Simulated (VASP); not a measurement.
# La2O3 (P-3m1) in VASP: vibrations by perturbation theory with PBE

Aim: the vibrations by perturbation theory of La2O3 with PBE.

All numbers are computed with VASP 6.6.1; they aren't measurements. Logs are shortened: lines on timing, memory, paths and dates and some standing lists are left out, and cuts for length are marked.

## Step 1: The cell of the first run

It takes space group P-3m1 (No. 164, trigonal). The conventional cell has a = 3.940 Å, b = 3.940 Å, c = 6.188 Å, α = 90.00°, β = 90.00°, γ = 120.00°. Within 3.1 Å of La (site symmetry 3m) lie 7 O at 2.37 to 2.74 Å. O (site symmetry 3m) has 4 La at 2.37 to 2.46 Å and 6 O at 2.90 to 3.16 Å within 3.2 Å. O (site symmetry -3m) has 6 La at 2.74 Å and 6 O at 3.16 Å within 3.6 Å.

## Step 2: Vibrations by perturbation theory, PBE

Contents of INCAR:

```
SYSTEM = La2O3
PREC = Accurate
ENCUT = 520
EDIFF = 1E-8
ISMEAR = 0
SIGMA = 0.01
LREAL = .FALSE.
LASPH = .TRUE.
NELM = 80
ALGO = Normal
ISIF = 2
LWAVE = .FALSE.
LCHARG = .TRUE.
GGA = PE
NBANDS = 28
IBRION = 8
NSW = 1
LEPSILON = .TRUE.
```

Contents of KPOINTS:

```
Automatic mesh
0
G
  6 6 4
  0 0 0
```

Contents of POSCAR:

```
La2O3
1.0
    3.9403681579      0.0000000000      0.0000000000
   -1.9701840790      3.4124589250      0.0000000000
    0.0000000000      0.0000000000      6.1881044843
La O
2 3
Direct
    0.6666666667      0.3333333333      0.7526168428
    0.3333333333      0.6666666667      0.2473831572
    0.6666666667      0.3333333333      0.3547189015
    0.3333333333      0.6666666667      0.6452810985
    0.0000000000      0.0000000000      0.0000000000
```

Potentials or basis: VASP PAW PBE potentials, release 64 (La, O).

On the command line:

```
$ cat potpaw_PBE.64/La/POTCAR potpaw_PBE.64/O/POTCAR > POTCAR
$ mpirun -np 1 vasp_std > vasp.out
```

OUTCAR:

```text
SYSTEM = La2O3
   PREC = Accurate
   ENCUT = 520
   EDIFF = 1E-8
   ISMEAR = 0
   LREAL = .FALSE.
   LASPH = .TRUE.
   NELM = 80
   ISIF = 2
   GGA = PE
   IBRION = 8
   NSW = 1
   LEPSILON = .TRUE.

 ion  position               nearest neighbor table
   1  0.667  0.333  0.753-   4 2.37   4 2.37   4 2.37   3 2.46   5 2.74   5 2.74   5 2.74
   2  0.333  0.667  0.247-   3 2.37   3 2.37   3 2.37   4 2.46   5 2.74   5 2.74   5 2.74
   3  0.667  0.333  0.355-   2 2.37   2 2.37   2 2.37   1 2.46
   4  0.333  0.667  0.645-   1 2.37   1 2.37   1 2.37   2 2.46
   5  0.000  0.000  0.000-   1 2.74   2 2.74   1 2.74   2 2.74   1 2.74   2 2.74

  LATTYP: Found a hexagonal cell.
 ALAT       =     3.9403681579
 C/A-ratio  =     1.5704381510

  Lattice vectors:

 A1 = (   3.9403681579,   0.0000000000,   0.0000000000)
 A2 = (  -1.9701840790,   3.4124589250,   0.0000000000)
 A3 = (   0.0000000000,   0.0000000000,   6.1881044843)

Analysis of symmetry for initial positions (statically):
=====================================================================
 Subroutine PRICEL returns:
 Original cell was already a primitive cell.

 Routine SETGRP: Setting up the symmetry group for a
 hexagonal supercell.

 Subroutine GETGRP returns: Found 12 space group operations
 (whereof 12 operations were pure point group operations)
 out of a pool of 24 trial point group operations.

The static configuration has the point symmetry D_3d.

Analysis of symmetry for dynamics (positions and initial velocities):
=====================================================================
 Subroutine PRICEL returns:
 Original cell was already a primitive cell.

 Routine SETGRP: Setting up the symmetry group for a
 hexagonal supercell.

 Subroutine GETGRP returns: Found 12 space group operations
 (whereof 12 operations were pure point group operations)
 out of a pool of 24 trial point group operations.

The dynamic configuration has the point symmetry D_3d.

 Subroutine INISYM returns: Found 12 space group operations
 (whereof 12 operations are pure point group operations),
 and found     1 'primitive' translations

----------------------------------------------------------------------------------------

                                     Primitive cell

  volume of cell :      83.2074

  direct lattice vectors                    reciprocal lattice vectors
     3.940368158  0.000000000  0.000000000     0.253783393  0.146521910  0.000000000
    -1.970184079  3.412458925  0.000000000     0.000000000  0.293043820  0.000000000
     0.000000000  0.000000000  6.188104484     0.000000000  0.000000000  0.161600374

  length of vectors
     3.940368158  3.940368158  6.188104484     0.293043820  0.293043820  0.161600374

  position of ions in fractional coordinates (direct lattice)
     0.666666667  0.333333333  0.752616843
     0.333333333  0.666666667  0.247383157
     0.666666667  0.333333333  0.354718902
     0.333333333  0.666666667  0.645281098
     0.000000000  0.000000000  0.000000000

  ion indices of the primitive-cell ions
   primitive index   ion index
                 1           1
                 2           2
                 3           3
                 4           4
                 5           5

----------------------------------------------------------------------------------------

 KPOINTS: Automatic mesh

Automatic generation of k-mesh.
 Grid dimensions read from file:
 generate k-points for:    6    6    4

[... 914 lines left out ...]
 -----------------------------------------------------------------------------
     0.00220  0.00000 -0.00000           (  0.00001 -0.00000 -0.00000)
    -0.00000  0.00220  0.00000           ( -0.00000  0.00001  0.00000)
     0.00000  0.00000 -0.00596           ( -0.00000  0.00000 -0.00012)

 PIEZOELECTRIC TENSOR FIELD DIRECTION 3  (C/m^2)
 -----------------------------------------------------------------------------
     0.00042  0.00000 -0.00000
    -0.00000  0.00042  0.00000
     0.00000  0.00000 -0.00115

[... ionic steps 4 to 15 ...]

--------------------------------------- Ionic step       16  -------------------------------------------

------------------------ aborting loop because EDIFF is reached ----------------------------------------

[... ionic steps 17 to 17 ...]

--------------------------------------- Ionic step       18  -------------------------------------------

 Free energy of the ion-electron system (eV)
  ---------------------------------------------------
  ---------------------------------------------------
  free energy    TOTEN  =        -0.37616215 eV

  energy without entropy =       -0.37616215

------------------------ aborting loop because EDIFF is reached ----------------------------------------

 INTERNAL STRAIN TENSOR  FOR ION    5  DIRECTION 3   (eV/Angst):
 -----------------------------------------------------------------------------
    -0.00607  0.00000  0.00000
     0.00000 -0.00607  0.00000
     0.00000 -0.00000 -0.00074

 MACROSCOPIC STATIC DIELECTRIC TENSOR (including local field effects in DFT)
 ------------------------------------------------------
           4.790466    -0.000000     0.000000
          -0.000000     4.790466    -0.000000
          -0.000000     0.000000     4.672529
 ------------------------------------------------------

 PIEZOELECTRIC TENSOR (including local field effects)  for field in x, y, z        (e  Angst)
          XX          YY          ZZ          XY          YZ          ZX
  --------------------------------------------------------------------------------
  x     0.00000     0.00000     0.00000     0.00000     0.00000     0.00000
  y     0.00000     0.00000     0.00000     0.00000     0.00000     0.00000
  z     0.00000     0.00000     0.00000     0.00000     0.00000     0.00000

 PIEZOELECTRIC TENSOR (including local field effects)  for field in x, y, z        (C/m^2)
          XX          YY          ZZ          XY          YZ          ZX
  --------------------------------------------------------------------------------
  x     0.00000     0.00000     0.00000     0.00000     0.00000     0.00000
  y     0.00000     0.00000     0.00000     0.00000     0.00000     0.00000
  z     0.00000     0.00000     0.00000     0.00000     0.00000     0.00000

 BORN EFFECTIVE CHARGES (including local field effects) (in |e|, cummulative output)
 ---------------------------------------------------------------------------------
 ion    1
    1     4.30713    -0.00000    -0.00000
    2    -0.00000     4.30713     0.00000
    3     0.00000     0.00000     3.81530
 ion    2
    1     4.30713    -0.00000    -0.00000
    2    -0.00000     4.30713     0.00000
    3     0.00000     0.00000     3.81530
 ion    3
    1    -2.86225     0.00000     0.00000
    2     0.00000    -2.86225    -0.00000
    3     0.00000    -0.00000    -2.51686
 ion    4
    1    -2.86225     0.00000     0.00000
    2     0.00000    -2.86225    -0.00000
    3     0.00000    -0.00000    -2.51686
 ion    5
    1    -2.88976     0.00000     0.00000
    2     0.00000    -2.88976    -0.00000
    3     0.00000    -0.00000    -2.59690

 INTERNAL STRAIN TENSOR FOR ION    5 for displacements in x,y,z  (eV/Angst):
          X           Y           Z          XY          YZ          ZX
  --------------------------------------------------------------------------------
  x     0.00000     0.00000     0.00000     0.00000     0.00000     0.00000
  y     0.00000     0.00000     0.00000     0.00000     0.00000     0.00000
  z     0.00000     0.00000     0.00000     0.00000     0.00000     0.00000

 SECOND DERIVATIVES (NOT SYMMETRIZED)
 ------------------------------------
               1X          1Y          1Z          2X          2Y          2Z          3X          3Y          3Z          4X          4Y          4Z          5X          5Y          5Z
  1X    -5.453546    0.000000    0.000000    0.731754   -0.000000   -0.000000    0.804022   -0.000000    0.000000    4.041412   -0.000000    0.000000   -0.123643    0.000000   -0.000000
  1Y     0.000000   -5.453546   -0.000000   -0.000000    0.731754    0.000000   -0.000000    0.804022    0.000000   -0.000000    4.041412    0.000000    0.000000   -0.123643    0.000000
  1Z    -0.000000    0.000000  -11.738370    0.000000    0.000000    8.553137    0.000000   -0.000000   -0.523186    0.000000   -0.000000    4.208025    0.000000    0.000000   -0.499605
  2X     0.731754   -0.000000   -0.000000   -5.453546    0.000000    0.000000    4.041412   -0.000000    0.000000    0.804022   -0.000000    0.000000   -0.123643    0.000000   -0.000000
  2Y    -0.000000    0.731754    0.000000    0.000000   -5.453546   -0.000000   -0.000000    4.041412    0.000000   -0.000000    0.804022    0.000000    0.000000   -0.123643    0.000000
  2Z     0.000000    0.000000    8.553137   -0.000000    0.000000  -11.738370    0.000000   -0.000000    4.208025    0.000000   -0.000000   -0.523186    0.000000    0.000000   -0.499605
  3X     0.810626   -0.000000    0.000000    3.973416   -0.000000    0.000000   -7.078130    0.000000    0.000000    1.148918   -0.000000    0.000000    1.145170   -0.000000   -0.000000
  3Y    -0.000000    0.810626    0.000000   -0.000000    3.973416   -0.000000    0.000000   -7.078130    0.000000   -0.000000    1.148918    0.000000   -0.000000    1.145170    0.000000
  3Z     0.000000    0.000000   -0.537864   -0.000000   -0.000000    4.203719    0.000000   -0.000000   -7.460455    0.000000    0.000000    0.652268   -0.000000    0.000000    3.142331
  4X     3.973416   -0.000000    0.000000    0.810626   -0.000000    0.000000    1.148918   -0.000000    0.000000   -7.078130    0.000000    0.000000    1.145170   -0.000000   -0.000000
  4Y    -0.000000    3.973416   -0.000000   -0.000000    0.810626    0.000000   -0.000000    1.148918    0.000000    0.000000   -7.078130    0.000000   -0.000000    1.145170    0.000000
  4Z    -0.000000   -0.000000    4.203719    0.000000    0.000000   -0.537864    0.000000    0.000000    0.652268    0.000000   -0.000000   -7.460455   -0.000000    0.000000    3.142331
  5X    -0.150450    0.000000    0.000000   -0.150450    0.000000    0.000000    1.143877   -0.000000    0.000000    1.143877   -0.000000    0.000000   -1.986856    0.000000    0.000000
  5Y     0.000000   -0.150450    0.000000    0.000000   -0.150450    0.000000   -0.000000    1.143877    0.000000   -0.000000    1.143877    0.000000    0.000000   -1.986856    0.000000
  5Z    -0.000000    0.000000   -0.511964   -0.000000    0.000000   -0.511964    0.000000   -0.000000    3.146427    0.000000   -0.000000    3.146427   -0.000000   -0.000000   -5.268927

 Eigenvectors and eigenvalues of the dynamical matrix
 ----------------------------------------------------

   1 f  =   12.767538 THz    80.220806 2PiTHz  425.879221 cm-1    52.802270 meV
             X         Y         Z           dx          dy          dz
      1.970184  1.137486  4.657272    -0.000000    0.000000    0.076075
     -0.000000  2.274973  1.530833    -0.000000    0.000000    0.076075
      1.970184  1.137486  2.195038     0.000000   -0.000000   -0.541111
     -0.000000  2.274973  3.993067     0.000000   -0.000000   -0.541111
      0.000000  0.000000  0.000000    -0.000000    0.000000    0.634683
[... 105 lines left out ...]
  15 f/i=    0.031453 THz     0.197624 2PiTHz    1.049154 cm-1     0.130078 meV
             X         Y         Z           dx          dy          dz
      1.970184  1.137486  4.657272    -0.410974    0.505485   -0.000000
     -0.000000  2.274973  1.530833    -0.410974    0.505485   -0.000000
      1.970184  1.137486  2.195038    -0.140879    0.173277   -0.000000
     -0.000000  2.274973  3.993067    -0.140879    0.173277   -0.000000
      0.000000  0.000000  0.000000    -0.143060    0.175959   -0.000000

--------------------------------------------------------------------------------------------------------

 MACROSCOPIC STATIC DIELECTRIC TENSOR IONIC CONTRIBUTION
 ------------------------------------------------------
          27.955725    -0.000000    -0.000000
          -0.000000    27.955725     0.000000
          -0.000000     0.000000    26.129811
 ------------------------------------------------------

 ELASTIC MODULI CONTR FROM IONIC RELAXATION (kBar)
 Direction    XX          YY          ZZ          XY          YZ          ZX
 --------------------------------------------------------------------------------
 XX        -394.2036    220.3152    -93.5637      0.0000    192.9892     -0.0000
 YY         220.3152   -394.2036    -93.5637      0.0000   -192.9892      0.0000
 ZZ         -93.5637    -93.5637   -189.5781      0.0000     -0.0000      0.0000
 XY           0.0000      0.0000      0.0000   -307.2594      0.0000    198.7642
 YZ         192.9892   -192.9892     -0.0000      0.0000   -148.1016      0.0000
 ZX          -0.0000      0.0000      0.0000    198.7642      0.0000   -153.6710
 --------------------------------------------------------------------------------

 PIEZOELECTRIC TENSOR IONIC CONTR  for field in x, y, z        (C/m^2)
          XX          YY          ZZ          XY          YZ          ZX
  --------------------------------------------------------------------------------
  x    -0.00000     0.00000     0.00000    -0.00000     0.00000     0.00000
  y    -0.00000    -0.00000    -0.00000     0.00000    -0.00000     0.00000
  z    -0.00000    -0.00000    -0.00000     0.00000    -0.00000    -0.00000
```

It took 49 min on 1 thread of Intel Xeon Platinum 8375C at 2.90GHz (Ice Lake), shared host; peak memory 0.56 GiB.

What came out:

| Quantity | Value |
| --- | --- |
| Electronic dielectric tensor (diagonal) | 4.79, 4.79, 4.67 |
| Born charges (mean of the diagonal) | La +4.14; O -2.75, -2.79 (each value once) e |
| Highest phonon frequency at Γ, LO-TO splitting left out | 426 cm⁻¹ |

Phonon frequencies in cm⁻¹ (negative: imaginary):
| q point | frequencies |
| --- | --- |
| (0.000, 0.000, 0.000) | -1 -1 0 97 97 163 163 174 181 342 342 377 377 381 426 |

Electronic dielectric tensor:
```
4.79 0.00 0.00
0.00 4.79 0.00
0.00 0.00 4.67
```

Born effective charge tensors (e):
atom 1, La
```
4.31 0.00 0.00
0.00 4.31 0.00
0.00 0.00 3.82
```
atom 2, La
```
4.31 0.00 0.00
0.00 4.31 0.00
0.00 0.00 3.82
```
atom 3, O
```
-2.86  0.00  0.00
 0.00 -2.86  0.00
 0.00  0.00 -2.52
```
atom 4, O
```
-2.86  0.00  0.00
 0.00 -2.86  0.00
 0.00  0.00 -2.52
```
atom 5, O
```
-2.89  0.00  0.00
 0.00 -2.89  0.00
 0.00  0.00 -2.60
```

Caveat: spin-orbit coupling is left out, which moves the levels of the heavy elements.
